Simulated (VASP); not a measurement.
Runs of VASP 6.6.1 on TiAl3 (vib). The structure is that of space group Pm-3m (No. 221), or close to it. The cells are those of the table. 

```tsv
task	cell	k mesh	cutoff (eV)	smearing	gap on the mesh (eV)	pressure (GPa)	relaxed volume (Å³/atom)
relaxation of cell and atoms	relaxed from a = 3.956 Å, 4 atoms	8 × 8 × 8	600	gaussian 0.1 eV	none	0.0	14.98
single point	a = 3.956 Å, 4 atoms	4 × 4 × 4	520	gaussian 0.1 eV	none	(a)	-
single point	a = 3.913 Å, 4 atoms	8 × 8 × 8	520	fermi-dirac 0.15 eV	none	0.2	-
single point	a = 3.911 Å, 4 atoms	8 × 8 × 8	520	gaussian 0.1 eV	none	0.2	-
relaxation of cell and atoms	relaxed from a = 3.911 Å, 4 atoms	8 × 8 × 8	600	fermi-dirac 0.15 eV	none	0.0	15.00
```

Alike in all rows: level LDA; potentials or basis VASP PAW LDA potentials, release 64 (Ti_sv, Al); no spin polarisation.

Task: Fill in the values left out.

Result: (a) -3.5.

Caveats: some runs use coarse meshes.

A gap of «none» marks levels without a gap at the run's occupations.
